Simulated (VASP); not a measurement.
# Al in VASP: notebook

The runs below take Al through single point, with PBE+D3(BJ).

All numbers are computed with VASP 6.6.1; they aren't measurements. Logs are shortened: lines on timing, memory, paths and dates and some standing lists are left out, and cuts for length are marked.

**1. The cell of the first run**

The cell holds a slab with vacuum, 18 atoms: a = 12.150 Å, b = 5.728 Å, c = 15.864 Å, α = 90.00°, β = 90.00°, γ = 90.00°.

**2. Single point, PBE+D3(BJ)**

Input file INCAR:

```
PREC = Accurate
ENCUT = 400
EDIFF = 1E-6
ISMEAR = -1
SIGMA = 0.05
LREAL = F
LASPH = T
NELM = 120
ALGO = Normal
ISIF = 2
LWAVE = F
LCHARG = F
GGA = PE
IVDW = 12
NBANDS = 42
GGA_COMPAT = F
NELMDL = -8
```

Input file KPOINTS:

```
regular mesh
0
Gamma
  1 2 1
```

Input file POSCAR:

```
Al
1.0
   12.1500000000      0.0000000000      0.0000000000
    0.0000000000      5.7275650000      0.0000000000
    0.0000000000      0.0000000000     15.8637820000
Al
18
Direct
    0.0000000000      0.0000000000      0.0630366706
    0.3333333333      0.0000000000      0.0630366706
    0.6666666667      0.0000000000      0.0630366706
    0.0000000000      0.5000030554      0.0630366706
    0.3333333333      0.5000030554      0.0630366706
    0.6666666667      0.5000030554      0.0630366706
    0.1648724280      0.2365228505      0.1376090519
    0.4612016461      0.3473552897      0.2071763215
    0.8436049383      0.2368371201      0.1770132746
    0.1661893004      0.7629245587      0.1525865648
    0.4830781893      0.8068350163      0.1858888379
    0.8424444444      0.7510870675      0.1729663204
    0.0175555556     -0.0379218743      0.2768003242
    0.3049958848      0.0523782794      0.2866592594
    0.6613662551      0.0125882465      0.2650755034
   -0.0109794239      0.4904178303      0.2809607444
    0.2835637860      0.5262969517      0.2725768672
    0.6823868313      0.4826658449      0.2678112949
```

Potentials or basis: VASP PAW PBE potentials, release 64 (Al).

Run with:

```sh
> cat potpaw_PBE.64/Al/POTCAR > POTCAR
> mpirun -np 1 vasp_std > vasp.out
```

OUTCAR:

```text
PREC = Accurate
   ENCUT = 400
   EDIFF = 1E-6
   ISMEAR = -1
   LREAL = F
   LASPH = T
   NELM = 120
   ISIF = 2
   GGA = PE
   IVDW = 12
   NELMDL = -8
 IVDW          = 12

 ion  position               nearest neighbor table
   1  0.000  0.000  0.063-   7 2.69  10 2.82   4 2.86   4 2.86   9 2.95  12 2.96
   2  0.333  0.000  0.063-   7 2.72  10 2.83   5 2.86   5 2.86  11 2.89
   3  0.667  0.000  0.063-   6 2.86   6 2.86  12 3.10   9 3.12  11 3.16  15 3.21
   4  0.000  0.500  0.063-   7 2.77   1 2.86   1 2.86  10 2.89  12 2.96   9 3.03
   5  0.333  0.500  0.063-   7 2.80   2 2.86   2 2.86   8 2.90  10 2.90  11 3.19
   6  0.667  0.500  0.063-   3 2.86   3 2.86  12 3.11   9 3.19  18 3.26
   7  0.165  0.237  0.138-   1 2.69  10 2.72   2 2.72   4 2.77   5 2.80  10 3.02  17 3.07  14 3.10
                            13 3.25
   8  0.461  0.347  0.207-  17 2.60  11 2.67  14 2.84   5 2.90  18 2.96  11 3.13  15 3.23
   9  0.844  0.237  0.177-  12 2.78  18 2.81  16 2.82  15 2.92  12 2.95   1 2.95   4 3.03  13 3.07
                             3 3.12   6 3.19
  10  0.166  0.763  0.153-   7 2.72  17 2.74   1 2.82   2 2.83   4 2.89   5 2.90  13 2.91   7 3.02
                            14 3.18  16 3.35
  11  0.483  0.807  0.186-   8 2.67  15 2.77   2 2.89  14 3.04   8 3.13   3 3.16   5 3.19  17 3.22
                            18 3.32
  12  0.842  0.751  0.173-   9 2.78  16 2.89  18 2.90   9 2.95  13 2.95   1 2.96   4 2.96  15 3.04
                             3 3.10   6 3.11
  13  0.018  0.962  0.277-  16 2.72  10 2.91  12 2.95  16 3.05   9 3.07   7 3.25
  14  0.305  0.052  0.287-  17 2.74   8 2.84  17 3.03  11 3.04   7 3.10  10 3.18
  15  0.661  0.013  0.265-  18 2.70  11 2.77   9 2.92  12 3.04  18 3.05   3 3.21   8 3.23
  16  0.989  0.490  0.281-  13 2.72   9 2.82  12 2.89  13 3.05  10 3.35
  17  0.284  0.526  0.273-   8 2.60  14 2.74  10 2.74  14 3.03   7 3.07  11 3.22
  18  0.682  0.483  0.268-  15 2.70   9 2.81  12 2.90   8 2.96  15 3.05   6 3.26  11 3.32

  LATTYP: Found a simple orthorhombic cell.
 ALAT       =     5.7275650000
 B/A-ratio  =     2.1213203167
 C/A-ratio  =     2.7697253545

  Lattice vectors:

 A1 = (   0.0000000000,  -5.7275650000,   0.0000000000)
 A2 = (  12.1500000000,   0.0000000000,   0.0000000000)
 A3 = (   0.0000000000,   0.0000000000,  15.8637820000)

Analysis of symmetry for initial positions (statically):
=====================================================================
 Subroutine PRICEL returns:
 Original cell was already a primitive cell.

 Routine SETGRP: Setting up the symmetry group for a
 simple orthorhombic supercell.

 Subroutine GETGRP returns: Found  1 space group operations
 (whereof  1 operations were pure point group operations)
 out of a pool of  8 trial point group operations.

The static configuration has the point symmetry C_1 .

Analysis of symmetry for dynamics (positions and initial velocities):
=====================================================================
 Subroutine PRICEL returns:
[... 140 lines left out ...]
  Fermi-wavevector in a.u.,A,eV,Ry     =   0.598717  1.131411  4.877176  0.358462
  Thomas-Fermi vector in A             =   1.649927
   LORBIT       =      0    0 simple, 1 ext, 2 COOP (PROOUT), +10 PAW based schemes
   GGA     = PE    functional components
   LHFCALC =     F    Hartree Fock is set to
   AEXX    =    0.0000 exact exchange contribution
   IVDW    =    12    specifies the selected vdW correction
   LEPSILON=     F    determine dielectric tensor
   LRPA    =     F    only Hartree local field effects (RPA)
 non-spin polarized calculation
  energy-cutoff  :      400.00
  volume of cell :     1103.96
 maximum number of plane-waves:     20071
 NGX is ok and might be reduce to    80
   NGX = 39   NGY = 19   NGZ = 51

 number of electron      54.0000000 magnetization

 Free energy of the ion-electron system (eV)
  ---------------------------------------------------
  ext. energy  EPLUGINS =         0.00000000
  ---------------------------------------------------
  free energy    TOTEN  =       -56.94187143 eV

  energy without entropy =      -56.81846956  energy(sigma->0) =      -56.88017049

 E-fermi :  -1.1358     XC(G=0):  -4.2128

 val. band max:       -1.1488465957   @ k =   0.0000   0.5000   0.0000
 cond. band min:      -0.9617500526   @ k =   0.0000   0.0000   0.0000
 fundamental gap:      0.1870965432
 Fermi energy:        -1.1358408451

 k-point     1 :       0.0000    0.0000    0.0000
  band No.  band energies     occupation
      1      -9.7881      2.00000
      2      -8.8637      2.00000
      3      -8.4992      2.00000
      4      -7.0981      2.00000
      5      -6.2913      2.00000
      6      -6.0123      2.00000
[... 31 lines left out ...]
     38       1.2417      0.00000
     39       1.2499      0.00000

 k-point     2 :       0.0000    0.5000    0.0000
  band No.  band energies     occupation
      1      -8.7189      2.00000
      2      -8.6512      2.00000
      3      -7.8620      2.00000
      4      -7.6726      2.00000
      5      -7.4065      2.00000
      6      -7.3317      2.00000
[... 31 lines left out ...]
     38       1.4590      0.00000
     39       1.5221      0.00000
 [bands above 39 left out]

------------------------ aborting loop because EDIFF is reached ----------------------------------------

 Edisp (eV)   -2.87380

 E8    (eV) :    -1.3567

  FORCE on cell =-STRESS in cart. coord.  units (eV):
  Direction    XX          YY          ZZ          XY          YZ          ZX
  --------------------------------------------------------------------------------------
  -------------------------------------------------------------------------------------
  Total     -18.29890   -27.03986    -3.24512     0.16390     0.18859    -1.32276
  in kB     -26.55722   -39.24299    -4.70964     0.23787     0.27370    -1.91972
  external pressure =      -23.50 kB  Pullay stress =        0.00 kB

 VOLUME and BASIS-vectors are now :
 -----------------------------------------------------------------------------
  energy-cutoff  :      400.00
  volume of cell :     1103.96
      direct lattice vectors                 reciprocal lattice vectors
    12.150000000  0.000000000  0.000000000     0.082304527  0.000000000  0.000000000
     0.000000000  5.727565000  0.000000000     0.000000000  0.174594265  0.000000000
     0.000000000  0.000000000 15.863782000     0.000000000  0.000000000  0.063036671

 POSITION                                       TOTAL-FORCE (eV/Angst)
 -----------------------------------------------------------------------------------
      0.00000      0.00000      1.00000        -0.630586     -0.109923      0.109541
      4.05000      0.00000      1.00000         0.556797      0.001419      0.216570
      8.10000      0.00000      1.00000         0.262134      0.098322      0.123251
      0.00000      2.86380      1.00000        -0.362050     -0.053177      0.184799
      4.05000      2.86380      1.00000         0.429749      0.081661      0.402311
      8.10000      2.86380      1.00000        -0.030412     -0.194046      0.034670
[... 10 lines left out ...]
      3.44530      3.01440      4.32410        -0.317211      0.491299      0.103677
      8.29100      2.76450      4.24850        -0.344450      0.314377      0.000562
 -----------------------------------------------------------------------------------
    total drift:                                0.000025     -0.000028      0.000036

  FREE ENERGIE OF THE ION-ELECTRON SYSTEM (eV)
  ---------------------------------------------------
  free  energy   TOTEN  =       -59.8156682069 eV

  energy  without entropy=      -59.6922663320  energy(sigma->0) =      -59.75396727
```

OSZICAR:

```text
N       E                     dE             d eps       ncg     rms          rms(c)
DAV:   1     0.137334629932E+03    0.13733E+03   -0.13110E+04   168   0.717E+02
DAV:   2    -0.473936763166E+02   -0.18473E+03   -0.17574E+03   222   0.123E+02
DAV:   3    -0.586804013624E+02   -0.11287E+02   -0.11013E+02   214   0.303E+01
[... 16 lines left out ...]
DAV:  20    -0.569417858289E+02   -0.32427E-03   -0.14304E-05   208   0.839E-03    0.214E-03
DAV:  21    -0.569418490026E+02   -0.63174E-04   -0.33895E-06   176   0.412E-03    0.870E-04
DAV:  22    -0.569418684802E+02   -0.19478E-04   -0.11819E-06   176   0.264E-03    0.437E-04
DAV:  23    -0.569418710849E+02   -0.26047E-05   -0.19531E-07   160   0.141E-03    0.291E-04
DAV:  24    -0.569418714300E+02   -0.34510E-06   -0.68537E-08   120   0.954E-04
   1 F= -.59815668E+02 E0= -.59753967E+02  d E =-.123402E+00
```

Wall time 4.5 min (1 thread of Intel Xeon 8259CL, shared host); peak memory 0.69 GiB.

What came out:

```
Free energy                : -59.8157 eV
Largest force              : 1.180 eV/Å
Band gap on the k mesh     : zero (bands 27 and 28 overlap by 0.82 eV)
Dispersion energy per atom : -0.160 eV
```

Forces on the atoms (eV/Å):
```
Al  -0.631 -0.110  0.110
Al   0.557  0.001  0.217
Al   0.262  0.098  0.123
Al  -0.362 -0.053  0.185
Al   0.430  0.082  0.402
Al  -0.030 -0.194  0.035
Al   0.161  0.516  0.082
Al   0.979 -0.646 -0.130
Al  -0.134 -0.113 -0.103
Al   0.022 -0.265 -0.192
Al  -0.105  0.431  0.052
Al  -0.309 -0.043 -0.085
Al  -0.196  0.568 -0.264
Al  -0.149 -0.455 -0.452
Al   0.033 -0.229  0.025
Al   0.134 -0.393 -0.107
Al  -0.317  0.491  0.104
Al  -0.344  0.314  0.001
```

Caveat: the k points lie up to 0.55 Å⁻¹ apart, too coarse for converged energies and pressures of a metal.

(Part 1 of 2 ends here.)
